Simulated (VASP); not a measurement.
Ge2Sb2Te5, 9 atoms in the cell. It takes space group P-3m1 (No. 164, trigonal). The conventional cell has a = 4.165 Å, b = 4.165 Å, c = 17.785 Å, α = 90.00°, β = 90.00°, γ = 120.00°. Ge (site symmetry 3m) has 6 Te at 2.78 to 3.25 Å within 3.7 Å. Sb (site symmetry 3m) has 6 Te at 2.95 to 3.12 Å within 3.9 Å. Te (site symmetry -3m) has 6 Sb at 3.12 Å within 4.1 Å. Te (site symmetry 3m) has 3 Sb at 2.95 Å and 3 Ge at 3.25 Å within 3.9 Å. Within 3.7 Å of Te (site symmetry 3m) lie 3 Ge at 2.78 Å. 

- Program: VASP 6.6.1
- Task: single point
- Functional: PBE
- Potentials or basis: VASP PAW PBE potentials, release 64 (Ge_d, Sb, Te)
- Cutoff: 520 eV
- k mesh: 9 × 9 × 2
- Occupations: gaussian, width 0.03 eV
- Spin: no spin polarisation
- Dipole correction: no
- Further INCAR settings: ALGO = Normal; EDIFF = 1e-06; NBANDS = 44

Potentials or basis: VASP PAW PBE potentials, release 64 (Ge_d, Sb, Te).

Launch:

```bash
$ cat potpaw_PBE.64/Ge_d/POTCAR potpaw_PBE.64/Sb/POTCAR potpaw_PBE.64/Te/POTCAR > POTCAR
$ mpirun -np 1 vasp_std > vasp.out
```

Hardware: 1 thread of Intel(R) Xeon(R) Platinum 8488C (Sapphire Rapids) (shared host).

Question: How long does it take, and how much memory?

Answer: It took 4.4 min on 1 thread of Intel(R) Xeon(R) Platinum 8488C (Sapphire Rapids) (shared host), peak memory 0.54 GiB. Counts: scf iterations 18, k points 24.
